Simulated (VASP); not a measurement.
A run of VASP 6.6.1 is set up as follows.

The input POSCAR:

```
Zn
1.0
    0.0000000000      1.9647760000      1.9647760000
    1.9647760000      0.0000000000      1.9647760000
    1.9647760000      1.9647760000      0.0000000000
Zn
1
Direct
    0.0000000000      0.0000000000      0.0000000000
```

Contents of INCAR.step1:

```
PREC = Accurate
ENCUT = 400
EDIFF = 1E-5
ISMEAR = -1
SIGMA = 0.05
LREAL = F
LASPH = T
NELM = 120
ALGO = Normal
ISIF = 2
LWAVE = T
LCHARG = F
GGA = PE
NBANDS = 12
GGA_COMPAT = F
```

The input INCAR.step2:

```
PREC = Accurate
ENCUT = 400
EDIFF = 1E-6
ISMEAR = -1
SIGMA = 0.05
LREAL = F
LASPH = T
NELM = 120
ALGO = Normal
ISIF = 2
LWAVE = F
LCHARG = F
GGA = PS
LHFCALC = T
AEXX = 0.25
HFSCREEN = 0.207
PRECFOCK = Normal
ISTART = 1
NBANDS = 12
GGA_COMPAT = F
```

File KPOINTS:

```
Automatic mesh
0
Gamma
  6 6 6
```

Potentials or basis: VASP PAW PBE potentials, release 64 (Zn).

Run with:

```bash
$ cat potpaw_PBE.64/Zn/POTCAR > POTCAR
$ cp INCAR.step1 INCAR
$ mpirun -np 1 vasp_std > vasp.out
$ cp INCAR.step2 INCAR
$ mpirun -np 1 vasp_std > vasp.out
```

Task: Estimate the band gap on the k mesh.

Result: Zero (bands 6 and 7 overlap by 2.06 eV).

Task: Estimate the pressure.

Result: -4.9 GPa.

Caveat: the k points lie up to 0.46 Å⁻¹ apart, too coarse for converged energies and pressures of a metal; the PAW data sets were made with another functional, which shifts forces and pressure a little.
